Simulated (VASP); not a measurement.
# Rb (Im-3m) in VASP: a series of runs, part 2 of 2

VASP 6.6.1. Earlier steps stand in the parts before.

## 4. Single point, PBE (85.67 Å³/atom)

This run uses another cell than the first one, of 85.67 Å³/atom.

Contents of INCAR:

```
SYSTEM = Rb
  PREC = Accurate
  ENCUT = 520
  EDIFF = 1E-6
  ISMEAR = 0
  SIGMA = 0.1
  LREAL = .FALSE.
  LASPH = .TRUE.
  NELM = 80
  ALGO = Normal
  ISIF = 2
  LWAVE = .FALSE.
  LCHARG = .TRUE.
  GGA = PE
  LELF = .TRUE.
  LVHAR = .TRUE.
  NBANDS = 10
```

Contents of KPOINTS:

```
regular mesh
0
G
  10 10 10
  0 0 0
```

Contents of POSCAR:

```
Rb
1.0
   -2.7771375581      2.7771375581      2.7771375581
    2.7771375581     -2.7771375581      2.7771375581
    2.7771375581      2.7771375581     -2.7771375581
Rb
1
Direct
    0.0000000000      0.0000000000      0.0000000000
```

Potentials or basis: VASP PAW PBE potentials, release 64 (Rb_sv).

Command:

```
$ cat potpaw_PBE.64/Rb_sv/POTCAR > POTCAR
$ mpirun -np 1 vasp_std > vasp.out
```

OUTCAR:

```text
SYSTEM = Rb
   PREC = Accurate
   ENCUT = 520
   EDIFF = 1E-6
   ISMEAR = 0
   LREAL = .FALSE.
   LASPH = .TRUE.
   NELM = 80
   ISIF = 2
   GGA = PE

 ion  position               nearest neighbor table
   1  0.000  0.000  0.000-

  LATTYP: Found a body centered cubic cell.
 ALAT       =     5.5542751162

  Lattice vectors:

 A1 = (  -2.7771375581,   2.7771375581,   2.7771375581)
 A2 = (   2.7771375581,  -2.7771375581,   2.7771375581)
 A3 = (   2.7771375581,   2.7771375581,  -2.7771375581)

Analysis of symmetry for initial positions (statically):
=====================================================================
 Subroutine PRICEL returns:
 Original cell was already a primitive cell.

 Routine SETGRP: Setting up the symmetry group for a
 body centered cubic supercell.

 Subroutine GETGRP returns: Found 48 space group operations
 (whereof 48 operations were pure point group operations)
 out of a pool of 48 trial point group operations.

The static configuration has the point symmetry O_h .

Analysis of symmetry for dynamics (positions and initial velocities):
=====================================================================
 Subroutine PRICEL returns:
 Original cell was already a primitive cell.

 Routine SETGRP: Setting up the symmetry group for a
 body centered cubic supercell.

 Subroutine GETGRP returns: Found 48 space group operations
 (whereof 48 operations were pure point group operations)
 out of a pool of 48 trial point group operations.

The dynamic configuration has the point symmetry O_h .

 Subroutine INISYM returns: Found 48 space group operations
 (whereof 48 operations are pure point group operations),
 and found     1 'primitive' translations

----------------------------------------------------------------------------------------

                                     Primitive cell

  volume of cell :      85.6746

  direct lattice vectors                    reciprocal lattice vectors
    -2.777137558  2.777137558  2.777137558     0.000000000  0.180041496  0.180041496
     2.777137558 -2.777137558  2.777137558     0.180041496  0.000000000  0.180041496
     2.777137558  2.777137558 -2.777137558     0.180041496  0.180041496  0.000000000

  length of vectors
     4.810143350  4.810143350  4.810143350     0.254617125  0.254617125  0.254617125

  position of ions in fractional coordinates (direct lattice)
     0.000000000  0.000000000  0.000000000

  ion indices of the primitive-cell ions
   primitive index   ion index
                 1           1

----------------------------------------------------------------------------------------

 KPOINTS: regular mesh

Automatic generation of k-mesh.
 Grid dimensions read from file:
 generate k-points for:   10   10   10

 Generating k-lattice:

  Cartesian coordinates                     Fractional coordinates (reciprocal lattice)
     0.000000000  0.018004150  0.018004150     0.100000000  0.000000000  0.000000000
     0.018004150  0.000000000  0.018004150     0.000000000  0.100000000  0.000000000
     0.018004150  0.018004150  0.000000000     0.000000000  0.000000000  0.100000000

  Length of vectors
     0.025461713  0.025461713  0.025461713

  Shift w.r.t. Gamma in fractional coordinates (k-lattice)
     0.000000000  0.000000000  0.000000000

 Subroutine IBZKPT returns following result:
 ===========================================

 Found     47 irreducible k-points:

 Following reciprocal coordinates:
            Coordinates               Weight
  0.000000  0.000000  0.000000      1.000000
  0.100000  0.000000  0.000000     12.000000
  0.200000  0.000000  0.000000     12.000000
  0.300000  0.000000  0.000000     12.000000
  0.400000  0.000000  0.000000     12.000000
  0.500000  0.000000  0.000000      6.000000
[... 16 lines left out ...]
  0.300000  0.300000  0.100000      8.000000
 -0.300000  0.300000  0.100000     24.000000
 [... further k-points ...]
   k-points           NKPTS =     47   k-points in BZ     NKDIM =     47   number of bands    NBANDS=     10
   number of dos      NEDOS =    301   number of ions     NIONS =      1
   total plane-waves  NPLWV =  46656
   dimension x,y,z NGX =    36 NGY =   36 NGZ =   36
   dimension x,y,z NGXF=    72 NGYF=   72 NGZF=   72
   ions per type =               1
   NGX,Y,Z   is equivalent  to a cutoff of  12.44, 12.44, 12.44 a.u.
   NGXF,Y,Z  is equivalent  to a cutoff of  24.88, 24.88, 24.88 a.u.
 SYSTEM =  Rb
   PREC   = accura    normal or accurate (medium, high low for compatibility)
   ISTART =      0    job   : 0-new  1-cont  2-samecut
   ICHARG =      2    charge: 1-file 2-atom 10-const
   ISPIN  =      1    spin polarized calculation?
   LNONCOLLINEAR =      F non collinear calculations
   LSORBIT =      F    spin-orbit coupling
   LASPH  =      T    aspherical Exc in radial PAW
   ENCUT  =  520.0 eV  38.22 Ry    6.18 a.u.   8.94  8.94  8.94*2*pi/ulx,y,z
   NELM   =     80;   NELMIN=  2; NELMDL= -5     # of ELM steps
   EDIFF  = 0.1E-05   stopping-criterion for ELM
   LREAL  =      F    real-space projection
   EDIFFG = 0.1E-04   stopping-criterion for IOM
   NSW    =      0    number of steps for IOM
   IBRION =     -1    ionic relax: 0-MD 1-quasi-New 2-CG
   NFREE  =      0    steps in history (QN), initial steepest desc. (CG)
   ISIF   =      2    stress and relaxation
   ISYM   =      2    0-nonsym 1-usesym 2-fastsym
   POTIM  = 0.5000    time-step for ionic-motion
   TEBEG  =    0.0;   TEEND  =   0.0 temperature during run
   PSTRESS=    0.0 pullay stress
   NELECT =       9.0000    total number of electrons
   NUPDOWN=      -1.0000    fix difference up-down
   EMIN   =  10.00;   EMAX   =-10.00  energy-range for DOS
   EFERMI =   0.00;   METHOD = LEGACY
   ISMEAR =     0;   SIGMA  =   0.10  broadening in eV -4-tet -1-fermi 0-gaus
   EFERMI_NEDOS =   21; number of points for ismear=-14 and -15
   IALGO  =     38    algorithm
   IMIX   =      4    mixing-type and parameters
     AMIX     =   0.40;   BMIX     =  1.00
     AMIX_MAG =   1.60;   BMIX_MAG =  1.00
  volume/ion in A,a.u.               =      85.67       578.16
  Fermi-wavevector in a.u.,A,eV,Ry     =   0.772452  1.459723  8.118357  0.596682
  Thomas-Fermi vector in A             =   1.874087
   LORBIT       =      0    0 simple, 1 ext, 2 COOP (PROOUT), +10 PAW based schemes
   GGA     = PE    functional components
   LHFCALC =     F    Hartree Fock is set to
   AEXX    =    0.0000 exact exchange contribution
   IVDW    =     0    specifies the selected vdW correction
   LEPSILON=     F    determine dielectric tensor
   LRPA    =     F    only Hartree local field effects (RPA)
 non-spin polarized calculation
 Gauss-broadening in eV      SIGMA  =   0.10
  energy-cutoff  :      520.00
  volume of cell :       85.67
 maximum number of plane-waves:      2342
   NGX = 17   NGY = 17   NGZ = 17

 number of electron       9.0000000 magnetization

 Free energy of the ion-electron system (eV)
  ---------------------------------------------------
  ext. energy  EPLUGINS =         0.00000000
  ---------------------------------------------------
  free energy    TOTEN  =        -0.93255758 eV

  energy without entropy =       -0.92631055  energy(sigma->0) =       -0.92943407

 E-fermi :   0.1565     XC(G=0):  -5.6139

 val. band max:        0.1540846743   @ k =  -0.3000   0.4000   0.2000
 cond. band min:       0.2377669841   @ k =  -0.4000   0.4000   0.2000
 fundamental gap:      0.0836823098
 Fermi energy:         0.1564776772

 k-point     1 :       0.0000    0.0000    0.0000
  band No.  band energies     occupation
      1     -28.7219      2.00000
      2     -12.7575      2.00000
      3     -12.7575      2.00000
      4     -12.7575      2.00000
      5      -1.9017      2.00000
      6       3.8859      0.00000
      7       3.8859      0.00000
      8       3.8859      0.00000
      9       4.8614      0.00000
     10       4.8614      0.00000
[... 287 lines left out ...]
 k-point    24 :      -0.3000    0.3000    0.1000
  band No.  band energies     occupation
      1     -28.7178      2.00000
      2     -12.8337      2.00000
      3     -12.7872      2.00000
      4     -12.7664      2.00000
      5      -0.7430      2.00000
      6       2.2927      0.00000
      7       3.0890      0.00000
      8       3.9872      0.00000
      9       4.8910      0.00000
     10       5.3205      0.00000

 [... further k-points ...]

------------------------ aborting loop because EDIFF is reached ----------------------------------------

  FORCE on cell =-STRESS in cart. coord.  units (eV):
  Direction    XX          YY          ZZ          XY          YZ          ZX
  --------------------------------------------------------------------------------------
  -------------------------------------------------------------------------------------
  Total        0.1065614      0.1065614      0.1065614      0.0000000      0.0000000     -0.0000000
  in kB        1.9927756      1.9927756      1.9927756      0.0000000      0.0000000     -0.0000000
  external PRESSURE =       1.9927756 kB  Pullay stress =       0.0000000 kB

 VOLUME and BASIS-vectors are now :
 -----------------------------------------------------------------------------
  energy-cutoff  :      520.00
  volume of cell :       85.67
      direct lattice vectors                 reciprocal lattice vectors
    -2.777137558  2.777137558  2.777137558     0.000000000  0.180041496  0.180041496
     2.777137558 -2.777137558  2.777137558     0.180041496  0.000000000  0.180041496
     2.777137558  2.777137558 -2.777137558     0.180041496  0.180041496  0.000000000

 POSITION                                       TOTAL-FORCE (eV/Angst)
 -----------------------------------------------------------------------------------
      0.00000      0.00000      0.00000         0.000000     -0.000000      0.000000
 -----------------------------------------------------------------------------------
    total drift:                               -0.000000      0.000000      0.000000

  FREE ENERGIE OF THE ION-ELECTRON SYSTEM (eV)
  ---------------------------------------------------
  free  energy   TOTEN  =        -0.9325575824 eV

  energy  without entropy=       -0.9263105497  energy(sigma->0) =       -0.92943407
```

stdout:

```text
POSCAR found type information on POSCAR Rb
 POSCAR found :  1 types and       1 ions
 scaLAPACK will be used
 LDA part: xc-table for (Slater+PW92), standard interpolation
 POSCAR, INCAR and KPOINTS ok, starting setup
 FFT: planning ... GRIDC
 FFT: planning ... GRID_SOFT
 FFT: planning ... GRID
 WAVECAR not read
 entering main loop
```

Wall time 13 s (1 thread of Intel Xeon Platinum 8488C (Sapphire Rapids), shared host); peak memory 0.21 GiB.

Results:

```
Free energy            : -0.9326 eV
Pressure               : 0.2 GPa
Band gap on the k mesh : zero (an odd number of electrons rules out a gap without spin polarisation)
```

Levels at points of the mesh, in eV from the Fermi level:
```csv
k point,band 1,band 2,band 3,band 4,band 5,band 6,band 7,band 8,band 9,band 10
"(0.00, 0.00, 0.00)",-28.88,-12.91,-12.91,-12.91,-2.06,3.73,3.73,3.73,4.70,4.70
"(0.50, 0.00, 0.00)",-28.87,-13.03,-12.95,-12.91,0.22,0.82,2.59,4.38,5.32,5.35
"(0.50, 0.50, 0.50)",-28.87,-13.00,-13.00,-13.00,1.21,1.21,3.41,3.41,3.41,5.12
```

## 5. Single point, PBE

This run uses another cell than the first one, of 88.04 Å³/atom.

Contents of INCAR:

```
SYSTEM = Rb
PREC     = Accurate       ! precision mode
ENCUT    = 520            ! plane-wave cutoff, eV
EDIFF    = 1E-6           ! SCF threshold, eV
ISMEAR   = 0              ! smearing method
SIGMA    = 0.1            ! smearing width, eV
LREAL    = .False.        ! projectors in reciprocal space
LASPH    = .True.         ! aspherical terms in the spheres
NELM     = 60             ! most SCF steps
ALGO     = Normal         ! electronic algorithm
ISIF     = 2              ! what is computed and relaxed
LWAVE    = .False.        ! write WAVECAR
LCHARG   = .False.        ! write CHGCAR
GGA      = PE             ! functional
NBANDS   = 10             ! bands
```

Contents of KPOINTS:

```
regular mesh
0
Gamma
  10 10 10
  0 0 0
```

Contents of POSCAR:

```
Rb
1.0
   -2.8025000000      2.8025000000      2.8025000000
    2.8025000000     -2.8025000000      2.8025000000
    2.8025000000      2.8025000000     -2.8025000000
Rb
1
Direct
    0.0000000000      0.0000000000      0.0000000000
```

Potentials or basis: VASP PAW PBE potentials, release 64 (Rb_sv).

Command:

```
$ cat potpaw_PBE.64/Rb_sv/POTCAR > POTCAR
$ mpirun -np 1 vasp_std > vasp.out
```

OUTCAR:

```text
SYSTEM = Rb
   PREC = Accurate
   ENCUT = 520
   EDIFF = 1E-6
   ISMEAR = 0
   LREAL = .False.
   LASPH = .True.
   NELM = 60
   ISIF = 2
   GGA = PE

 ion  position               nearest neighbor table
   1  0.000  0.000  0.000-

  LATTYP: Found a body centered cubic cell.
 ALAT       =     5.6050000000

  Lattice vectors:

 A1 = (  -2.8025000000,   2.8025000000,   2.8025000000)
 A2 = (   2.8025000000,  -2.8025000000,   2.8025000000)
 A3 = (   2.8025000000,   2.8025000000,  -2.8025000000)
[... 490 lines left out ...]
     10       5.1961      0.00000

 [... further k-points ...]

------------------------ aborting loop because EDIFF is reached ----------------------------------------

  FORCE on cell =-STRESS in cart. coord.  units (eV):
  Direction    XX          YY          ZZ          XY          YZ          ZX
  --------------------------------------------------------------------------------------
  -------------------------------------------------------------------------------------
  Total        0.0594588      0.0594588      0.0594588     -0.0000000     -0.0000000     -0.0000000
  in kB        1.0820062      1.0820062      1.0820062     -0.0000000     -0.0000000     -0.0000000
  external PRESSURE =       1.0820062 kB  Pullay stress =       0.0000000 kB

 VOLUME and BASIS-vectors are now :
 -----------------------------------------------------------------------------
  energy-cutoff  :      520.00
  volume of cell :       88.04
      direct lattice vectors                 reciprocal lattice vectors
    -2.802500000  2.802500000  2.802500000     0.000000000  0.178412132  0.178412132
     2.802500000 -2.802500000  2.802500000     0.178412132  0.000000000  0.178412132
     2.802500000  2.802500000 -2.802500000     0.178412132  0.178412132  0.000000000

 POSITION                                       TOTAL-FORCE (eV/Angst)
 -----------------------------------------------------------------------------------
      0.00000      0.00000      0.00000         0.000000      0.000000      0.000000
 -----------------------------------------------------------------------------------
    total drift:                               -0.000000      0.000000      0.000000

  FREE ENERGIE OF THE ION-ELECTRON SYSTEM (eV)
  ---------------------------------------------------
  free  energy   TOTEN  =        -0.9348200609 eV

  energy  without entropy=       -0.9285975352  energy(sigma->0) =       -0.93170880
```

OSZICAR:

```text
N       E                     dE             d eps       ncg     rms          rms(c)
DAV:   1     0.427285674797E+02    0.42729E+02   -0.33423E+03   940   0.664E+02
DAV:   2     0.181570687559E+01   -0.40913E+02   -0.39816E+02  1058   0.122E+02
DAV:   3    -0.807409911352E+00   -0.26231E+01   -0.26105E+01  1234   0.323E+01
DAV:   4    -0.930737742625E+00   -0.12333E+00   -0.12299E+00  1354   0.601E+00
DAV:   5    -0.933422553561E+00   -0.26848E-02   -0.26846E-02  1222   0.754E-01    0.129E+00
DAV:   6    -0.933840918699E+00   -0.41837E-03   -0.20744E-03  1272   0.257E-01    0.782E-01
DAV:   7    -0.934699930722E+00   -0.85901E-03   -0.32751E-03  1114   0.327E-01    0.478E-02
DAV:   8    -0.934807138401E+00   -0.10721E-03   -0.11937E-04  1094   0.857E-02    0.177E-02
DAV:   9    -0.934820420762E+00   -0.13282E-04   -0.13695E-05  1192   0.281E-02    0.522E-03
DAV:  10    -0.934820060896E+00    0.35987E-06   -0.37451E-06  1230   0.108E-02
   1 F= -.93482006E+00 E0= -.93170880E+00  d E =-.622253E-02
```

stdout:

```text
POSCAR found type information on POSCAR Rb
 POSCAR found :  1 types and       1 ions
 scaLAPACK will be used
 LDA part: xc-table for (Slater+PW92), standard interpolation
 POSCAR, INCAR and KPOINTS ok, starting setup
 FFT: planning ... GRIDC
 FFT: planning ... GRID_SOFT
 FFT: planning ... GRID
 WAVECAR not read
 entering main loop
```

It took 12 s on 1 thread of Intel Xeon Platinum 8488C (Sapphire Rapids), shared host; peak memory 0.21 GiB.

Results:

```yaml
Free_energy: -0.9348 eV
Pressure: 0.1 GPa
Band_gap_on_the_k_mesh: zero (an odd number of electrons rules out a gap without spin polarisation)
```

## 6. The runs side by side

| cell | gap on the mesh (eV) | pressure (GPa) |
| --- | --- | --- |
| a = 4.706 Å, angles 109.5°, 1 atom | none | 0.5 |
| a = 4.758 Å, angles 109.5°, 1 atom | none | 0.3 |
| a = 4.810 Å, angles 109.5°, 1 atom | none | 0.2 |
| a = 4.854 Å, angles 109.5°, 1 atom | none | 0.1 |

Alike in all rows: task single point; level PBE; potentials or basis VASP PAW PBE potentials, release 64 (Rb_sv); no spin polarisation; k mesh 10 × 10 × 10; cutoff (eV) 520; smearing gaussian 0.1 eV.

Total energies depend on the potentials used, so only differences within one code and one set of settings carry meaning.

The gap in the log of VASP goes by the Fermi energy; the results here count the filled bands.